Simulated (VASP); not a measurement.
Write the native input for VASP 6.6.1 that does the following.

```
Task                   : single point
Functional             : PBE
Dispersion             : D3(BJ)
Potentials or basis    : VASP PAW PBE potentials, release 64 (As, In_d, H)
Cutoff                 : 520 eV
k mesh                 : 6 × 6 × 1
Occupations            : gaussian, width 0.1 eV
Spin                   : no spin polarisation
Dipole correction      : yes
Further INCAR settings : ALGO = Normal; EDIFF = 1e-07; NBANDS = 26
```

The structure of In2As2H lies in POSCAR:

```
In2As2H
1.0
    4.3220706691      0.0000000000      0.0000000000
   -2.1610353346      3.7430229964      0.0000000000
    0.0000000000      0.0000000000     21.7386927198
As In H
2 2 1
Direct
    0.0000000000      0.0000000000      0.1840037049
    0.3333333333      0.6666666667      0.3557112058
    0.3333333333      0.6666666667      0.2245875152
    0.6666666667      0.3333333333      0.3881876812
    0.6666666667      1.2222222222      0.5399907378
```

These files were run (other wordings do the same):

INCAR

```
PREC = Accurate
ENCUT = 520
EDIFF = 1E-7
ISMEAR = 0
SIGMA = 0.1
LREAL = F
LASPH = T
NELM = 60
ALGO = Normal
ISIF = 2
LWAVE = F
LCHARG = T
LDIPOL = T
IDIPOL = 3
DIPOL = 0.5 0.5 0.338
GGA = PE
IVDW = 12
LELF = T
LVHAR = T
LVACPOTAV = T
NBANDS = 26
```

KPOINTS

```
regular mesh
0
Gamma
  6 6 1
```

Potentials or basis: VASP PAW PBE potentials, release 64 (As, In_d, H).

Command:

```console
$ cat potpaw_PBE.64/As/POTCAR potpaw_PBE.64/In_d/POTCAR potpaw_PBE.64/H/POTCAR > POTCAR
$ mpirun -np 1 vasp_std > vasp.out
```

Results of the run:

```yaml
Largest_force: 0.799 eV/Å
Band_gap_on_the_k_mesh: zero (an odd number of electrons rules out a gap without spin polarisation)
Dispersion_energy_per_atom: -0.173 eV
```

Caveat: spin-orbit coupling is left out, which moves the levels of the heavy elements; an odd number of electrons without spin polarisation forces a metal; a magnetic or distorted state may lie lower.

Run time: 5.8 min on 1 thread of Intel(R) Xeon(R) Platinum 8259CL CPU @ 2.50GHz (Skylake/Cascade Lake), on a shared host, peak memory 0.5 GiB.
